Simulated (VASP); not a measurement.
Here is a VASP 6.6.1 calculation.

Contents of INCAR:

```
SYSTEM = TaN
ALGO = Normal
EDIFF = 1E-6
ENCUT = 520
GGA = PE
ISIF = 2
ISMEAR = 0
LASPH = .TRUE.
LCHARG = .TRUE.
LELF = .TRUE.
LREAL = .FALSE.
LVHAR = .TRUE.
LWAVE = .FALSE.
NBANDS = 15
NELM = 80
PREC = Accurate
SIGMA = 0.1
```

Contents of KPOINTS:

```
k-points
0
G
  16 16 16
  0 0 0
```

Contents of POSCAR:

```
TaN
1.0
    0.0000000000      2.1998866508      2.1998866508
    2.1998866508      0.0000000000      2.1998866508
    2.1998866508      2.1998866508      0.0000000000
Ta N
1 1
Direct
    0.5000000000      0.5000000000      0.5000000000
    0.0000000000      0.0000000000      0.0000000000
```

Potentials or basis: VASP PAW PBE potentials, release 64 (Ta_pv, N).

Command:

```sh
$ cat potpaw_PBE.64/Ta_pv/POTCAR potpaw_PBE.64/N/POTCAR > POTCAR
$ mpirun -np 1 vasp_std > vasp.out
```

Problem. Predict the pressure.

Solution. 4.9 GPa.

Problem. What does it give for the band gap on the k mesh?

Solution. Zero (band 8 reaches 11.43 eV, above the bottom of band 9 at 7.43 eV).

Caveat: spin-orbit coupling is left out, which moves the levels of the heavy elements.
